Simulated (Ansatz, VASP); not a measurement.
## One calculation of Ga, two programs

```
CELL_PARAMETERS angstrom
2.23023 -3.73409 0.00000
2.23023 3.73409 0.00000
0.00000 0.00000 4.41893
ATOMIC_POSITIONS crystal
Ga 0.65617 0.34383 0.41367
Ga 0.84383 0.15617 0.91367
Ga 0.34383 0.65617 0.58633
Ga 0.15617 0.84383 0.08633
```

Alike in both runs: functional LDA; k mesh 10 × 10 × 8; occupations fermi-dirac, width 0.15 eV; no spin polarisation.

Ansatz relaxed the structure, and its values are those at the end. VASP's run is a single point on that final structure, the one shown.

|  | VASP | Ansatz |
| --- | --- | --- |
| version | VASP 6.6.1 | Ansatz 0.2.0 |
| potentials or method | VASP PAW LDA potentials, release 64 (Ga_d), cutoff 520 eV | scalar-relativistic, plane waves, PAW |
| valence electrons in the cell | 52 | 52 |

|  | VASP | Ansatz | Ansatz less VASP |
| --- | --- | --- | --- |
| gap on the k mesh at the Fermi level (eV) | none | none | - |
| pressure (GPa) | 0.2 | 0.0 | -0.20 |

Ansatz warns that its potentials were made for another functional, while VASP's fit it. LDA's correlation is that of Perdew and Zunger in VASP and of Perdew and Wang (1992) in Ansatz. A gap of «none» marks a metal or a gap that the smearing closes.
